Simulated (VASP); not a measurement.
# CaO (I-4m2) in VASP: further runs

The runs below take CaO through single point, with PBE, r2SCAN.

Program: VASP 6.6.1. These are calculated values, not measurements. Logs are shortened: lines on timing, memory, paths and dates and some standing lists are left out, and cuts for length are marked.

## 1. The cell of the first run

Symmetry: I-4m2, No. 119, tetragonal system. Conventional cell: a = 3.686 Å, b = 3.686 Å, c = 5.001 Å, α = 90.00°, β = 90.00°, γ = 90.00°. Ca (site symmetry -4m2) has 4 O at 2.23 Å within 2.9 Å. Within 2.9 Å of O (site symmetry -4m2) lie 4 Ca at 2.23 Å.

## 2. Single point, PBE (uniaxial x strain -4.1%)

Input file INCAR:

```
SYSTEM = CaO
ALGO     = Normal         ! electronic algorithm
EDIFF    = 1E-7           ! SCF threshold, eV
ENCUT    = 520            ! plane-wave cutoff, eV
GGA      = PE             ! functional
ISIF     = 2              ! what is computed and relaxed
ISMEAR   = -1             ! smearing method
LASPH    = .TRUE.         ! aspherical terms in the spheres
LCHARG   = .TRUE.         ! write CHGCAR
LELF     = .TRUE.         ! ELF
LREAL    = .FALSE.        ! projectors in reciprocal space
LVHAR    = .TRUE.       
LWAVE    = .FALSE.        ! write WAVECAR
NBANDS   = 15             ! bands
NELM     = 80             ! most SCF steps
PREC     = Accurate       ! precision mode
SIGMA    = 0.02           ! smearing width, eV
```

Input file KPOINTS:

```
k-points
0
G
  8 8 8
  0 0 0
```

Input file POSCAR:

```
CaO
1.0
    0.0000000000      2.6067317416      2.6067317416
    2.5006377597      0.0000000000      2.6067317416
    2.5006377597      2.6067317416      0.0000000000
Ca O
1 1
Direct
    0.0000000000      0.0000000000      0.0000000000
    0.2500000000      0.2500000000      0.2500000000
```

Potentials or basis: VASP PAW PBE potentials, release 64 (Ca_sv, O).

The run is started by

```bash
$ cat potpaw_PBE.64/Ca_sv/POTCAR potpaw_PBE.64/O/POTCAR > POTCAR
$ mpirun -np 1 vasp_std > vasp.out
```

OUTCAR:

```text
SYSTEM = CaO
   EDIFF = 1E-7
   ENCUT = 520
   GGA = PE
   ISIF = 2
   ISMEAR = -1
   LASPH = .TRUE.
   LREAL = .FALSE.
   NELM = 80
   PREC = Accurate

 ion  position               nearest neighbor table
   1  0.000  0.000  0.000-   2 2.23   2 2.23   2 2.23   2 2.23
   2  0.250  0.250  0.250-   1 2.23   1 2.23   1 2.23   1 2.23

  LATTYP: Found a body centered tetragonal cell.
 ALAT       =     3.6864753824
 C/A-ratio  =     1.3566550704

  Lattice vectors:

 A1 = (  -2.5006377597,   0.0000000000,  -2.6067317416)
 A2 = (  -2.5006377597,   0.0000000000,   2.6067317416)
 A3 = (   2.5006377597,   2.6067317416,   0.0000000000)

Analysis of symmetry for initial positions (statically):
=====================================================================
 Subroutine PRICEL returns:
 Original cell was already a primitive cell.

 Routine SETGRP: Setting up the symmetry group for a
 body centered tetragonal supercell.

 Subroutine GETGRP returns: Found  8 space group operations
 (whereof  8 operations were pure point group operations)
 out of a pool of 16 trial point group operations.

The static configuration has the point symmetry D_2d.

Analysis of symmetry for dynamics (positions and initial velocities):
=====================================================================
 Subroutine PRICEL returns:
 Original cell was already a primitive cell.

 Routine SETGRP: Setting up the symmetry group for a
 body centered tetragonal supercell.

 Subroutine GETGRP returns: Found  8 space group operations
 (whereof  8 operations were pure point group operations)
 out of a pool of 16 trial point group operations.

The dynamic configuration has the point symmetry D_2d.

 Subroutine INISYM returns: Found  8 space group operations
 (whereof  8 operations are pure point group operations),
 and found     1 'primitive' translations

----------------------------------------------------------------------------------------

                                     Primitive cell

  volume of cell :      33.9839

  direct lattice vectors                    reciprocal lattice vectors
     0.000000000  2.606731742  2.606731742    -0.199948992  0.191811068  0.191811068
     2.500637760  0.000000000  2.606731742     0.199948992 -0.191811068  0.191811068
     2.500637760  2.606731742  0.000000000     0.199948992  0.191811068 -0.191811068

  length of vectors
     3.686475382  3.612234707  3.612234707     0.336990462  0.336990462  0.336990462

  position of ions in fractional coordinates (direct lattice)
     0.000000000  0.000000000  0.000000000
     0.250000000  0.250000000  0.250000000

  ion indices of the primitive-cell ions
   primitive index   ion index
                 1           1
                 2           2

----------------------------------------------------------------------------------------

 KPOINTS: k-points

Automatic generation of k-mesh.
 Grid dimensions read from file:
 generate k-points for:    8    8    8

 Generating k-lattice:

  Cartesian coordinates                     Fractional coordinates (reciprocal lattice)
    -0.024993624  0.023976384  0.023976384     0.125000000  0.000000000  0.000000000
     0.024993624 -0.023976384  0.023976384     0.000000000  0.125000000  0.000000000
     0.024993624  0.023976384 -0.023976384     0.000000000  0.000000000  0.125000000

  Length of vectors
     0.042123808  0.042123808  0.042123808

  Shift w.r.t. Gamma in fractional coordinates (k-lattice)
     0.000000000  0.000000000  0.000000000

 Subroutine IBZKPT returns following result:
 ===========================================

 Found     59 irreducible k-points:

 Following reciprocal coordinates:
            Coordinates               Weight
  0.000000  0.000000  0.000000      1.000000
  0.125000  0.000000  0.000000      8.000000
  0.250000  0.000000  0.000000      8.000000
  0.375000 -0.000000 -0.000000      8.000000
  0.500000  0.000000  0.000000      4.000000
  0.125000  0.125000  0.000000      4.000000
[... 16 lines left out ...]
  0.250000  0.125000  0.125000      4.000000
  0.375000  0.125000  0.125000      8.000000
 [... further k-points ...]
   k-points           NKPTS =     59   k-points in BZ     NKDIM =     59   number of bands    NBANDS=     15
   number of dos      NEDOS =    301   number of ions     NIONS =      2
   total plane-waves  NPLWV =  21952
   dimension x,y,z NGX =    28 NGY =   28 NGZ =   28
   dimension x,y,z NGXF=    56 NGYF=   56 NGZF=   56
   ions per type =               1   1
   NGX,Y,Z   is equivalent  to a cutoff of  12.63, 12.89, 12.89 a.u.
   NGXF,Y,Z  is equivalent  to a cutoff of  25.25, 25.77, 25.77 a.u.
 SYSTEM =  CaO
   PREC   = accura    normal or accurate (medium, high low for compatibility)
   ISTART =      0    job   : 0-new  1-cont  2-samecut
   ICHARG =      2    charge: 1-file 2-atom 10-const
   ISPIN  =      1    spin polarized calculation?
   LNONCOLLINEAR =      F non collinear calculations
   LSORBIT =      F    spin-orbit coupling
   LASPH  =      T    aspherical Exc in radial PAW
   ENCUT  =  520.0 eV  38.22 Ry    6.18 a.u.   6.85  6.72  6.72*2*pi/ulx,y,z
   NELM   =     80;   NELMIN=  2; NELMDL= -5     # of ELM steps
   EDIFF  = 0.1E-06   stopping-criterion for ELM
   LREAL  =      F    real-space projection
   EDIFFG = 0.1E-05   stopping-criterion for IOM
   NSW    =      0    number of steps for IOM
   IBRION =     -1    ionic relax: 0-MD 1-quasi-New 2-CG
   NFREE  =      0    steps in history (QN), initial steepest desc. (CG)
   ISIF   =      2    stress and relaxation
   ISYM   =      2    0-nonsym 1-usesym 2-fastsym
   POTIM  = 0.5000    time-step for ionic-motion
   TEBEG  =    0.0;   TEEND  =   0.0 temperature during run
   PSTRESS=    0.0 pullay stress
   NELECT =      16.0000    total number of electrons
   NUPDOWN=      -1.0000    fix difference up-down
   EMIN   =  10.00;   EMAX   =-10.00  energy-range for DOS
   EFERMI =   0.00;   METHOD = LEGACY
   ISMEAR =    -1;   SIGMA  =   0.02  broadening in eV -4-tet -1-fermi 0-gaus
   EFERMI_NEDOS =   21; number of points for ismear=-14 and -15
   IALGO  =     38    algorithm
   IMIX   =      4    mixing-type and parameters
     AMIX     =   0.40;   BMIX     =  1.00
     AMIX_MAG =   1.60;   BMIX_MAG =  1.00
  volume/ion in A,a.u.               =      16.99       114.67
  Fermi-wavevector in a.u.,A,eV,Ry     =   1.273572  2.406703 22.068472  1.621987
  Thomas-Fermi vector in A             =   2.406388
   LORBIT       =      0    0 simple, 1 ext, 2 COOP (PROOUT), +10 PAW based schemes
   GGA     = PE    functional components
   LHFCALC =     F    Hartree Fock is set to
   AEXX    =    0.0000 exact exchange contribution
   IVDW    =     0    specifies the selected vdW correction
   LEPSILON=     F    determine dielectric tensor
   LRPA    =     F    only Hartree local field effects (RPA)
 non-spin polarized calculation
  energy-cutoff  :      520.00
  volume of cell :       33.98
 maximum number of plane-waves:       934
   NGX = 13   NGY = 13   NGZ = 13

 number of electron      15.9999997 magnetization

 Free energy of the ion-electron system (eV)
  ---------------------------------------------------
  ext. energy  EPLUGINS =         0.00000000
  ---------------------------------------------------
  free energy    TOTEN  =       -12.40388071 eV

  energy without entropy =      -12.40388071  energy(sigma->0) =      -12.40388071

 E-fermi :   1.2823     XC(G=0):  -9.2235

 val. band max:        0.7033621044   @ k =   0.5000   0.5000   0.0000
 cond. band min:       4.1463319135   @ k =   0.0000   0.0000   0.0000
 fundamental gap:      3.4429698091
 Fermi energy:         1.2822961332

 k-point     1 :       0.0000    0.0000    0.0000
  band No.  band energies     occupation
      1     -36.3053      2.00000
      2     -17.2422      2.00000
      3     -17.2320      2.00000
      4     -17.2320      2.00000
      5     -14.1846      2.00000
      6      -0.0305      2.00000
      7      -0.0305      2.00000
      8      -0.0018      2.00000
      9       4.1463      0.00000
     10       8.6463      0.00000
     11       8.9659      0.00000
     12      10.4272      0.00000
     13      10.4272      0.00000
     14      10.7785      0.00000
     15      17.5274      0.00000

 k-point     2 :       0.1250    0.0000    0.0000
  band No.  band energies     occupation
      1     -36.2972      2.00000
      2     -17.3847      2.00000
      3     -17.2464      2.00000
      4     -17.2427      2.00000
      5     -14.0401      2.00000
      6      -0.1930      2.00000
      7       0.0125      2.00000
      8       0.0427      2.00000
      9       4.7040      0.00000
     10       8.4871      0.00000
     11       8.7629      0.00000
     12      10.2749      0.00000
     13      10.6069      0.00000
     14      10.8408      0.00000
     15      15.9409      0.00000

 k-point     3 :       0.2500    0.0000    0.0000
  band No.  band energies     occupation
      1     -36.2776      2.00000
      2     -17.6963      2.00000
      3     -17.2683      2.00000
      4     -17.2651      2.00000
      5     -13.7473      2.00000
      6      -0.3941      2.00000
      7       0.1071      2.00000
      8       0.1609      2.00000
      9       5.8449      0.00000
     10       8.3530      0.00000
     11       8.5425      0.00000
     12       9.8391      0.00000
     13      10.7475      0.00000
     14      10.8559      0.00000
     15      13.9237      0.00000
[... 343 lines left out ...]
 k-point    23 :       0.2500    0.1250    0.1250
  band No.  band energies     occupation
      1     -36.2858      2.00000
      2     -17.5547      2.00000
      3     -17.2947      2.00000
      4     -17.2499      2.00000
      5     -13.8461      2.00000
      6      -0.3284      2.00000
      7       0.0623      2.00000
      8       0.1288      2.00000
      9       5.3977      0.00000
     10       8.0972      0.00000
     11       8.6253      0.00000
     12      10.0960      0.00000
     13      10.8423      0.00000
     14      10.8512      0.00000
     15      15.2711      0.00000

 k-point    24 :       0.3750    0.1250    0.1250
  band No.  band energies     occupation
      1     -36.2662      2.00000
      2     -17.8162      2.00000
      3     -17.3390      2.00000
      4     -17.2757      2.00000
      5     -13.5819      2.00000
      6      -0.3733      2.00000
      7       0.1616      2.00000
      8       0.1947      2.00000
      9       6.2952      0.00000
     10       8.0192      0.00000
     11       8.4210      0.00000
     12       9.8342      0.00000
     13      10.8161      0.00000
     14      10.9037      0.00000
     15      13.9319      0.00000

 [... further k-points ...]

------------------------ aborting loop because EDIFF is reached ----------------------------------------

  FORCE on cell =-STRESS in cart. coord.  units (eV):
  Direction    XX          YY          ZZ          XY          YZ          ZX
  --------------------------------------------------------------------------------------
  -------------------------------------------------------------------------------------
  Total        1.1921732      1.1584022      1.1584022      0.0000000      0.0000000      0.0000000
  in kB       56.2051968     54.6130568     54.6130568      0.0000000      0.0000000      0.0000000
  external PRESSURE =      55.1437701 kB  Pullay stress =       0.0000000 kB

 VOLUME and BASIS-vectors are now :
 -----------------------------------------------------------------------------
  energy-cutoff  :      520.00
  volume of cell :       33.98
      direct lattice vectors                 reciprocal lattice vectors
     0.000000000  2.606731742  2.606731742    -0.199948992  0.191811068  0.191811068
     2.500637760  0.000000000  2.606731742     0.199948992 -0.191811068  0.191811068
     2.500637760  2.606731742  0.000000000     0.199948992  0.191811068 -0.191811068

 POSITION                                       TOTAL-FORCE (eV/Angst)
 -----------------------------------------------------------------------------------
      0.00000      0.00000      0.00000        -0.000000     -0.000000      0.000000
      1.25032      1.30337      1.30337         0.000000      0.000000      0.000000
 -----------------------------------------------------------------------------------
    total drift:                                0.000000     -0.000000     -0.000000

  FREE ENERGIE OF THE ION-ELECTRON SYSTEM (eV)
  ---------------------------------------------------
  free  energy   TOTEN  =       -12.4038807059 eV

  energy  without entropy=      -12.4038807059  energy(sigma->0) =      -12.40388071
```

Wall time 1.7 min (1 thread of Intel Xeon 8259CL, shared host); peak memory 0.18 GiB.

What came out:

* Free energy: -12.4039 eV
* Pressure: 5.5 GPa
* Band gap on the k mesh: 3.44 eV (least direct gap 4.15 eV)

Caveat: the cell differs from its parent crystal (uniaxial x strain -4.1%); the cell stands under pressure; the structure was generated, so it needn't be the stable form of CaO. A k mesh can miss the band edges.

[end of part 1 of 2]
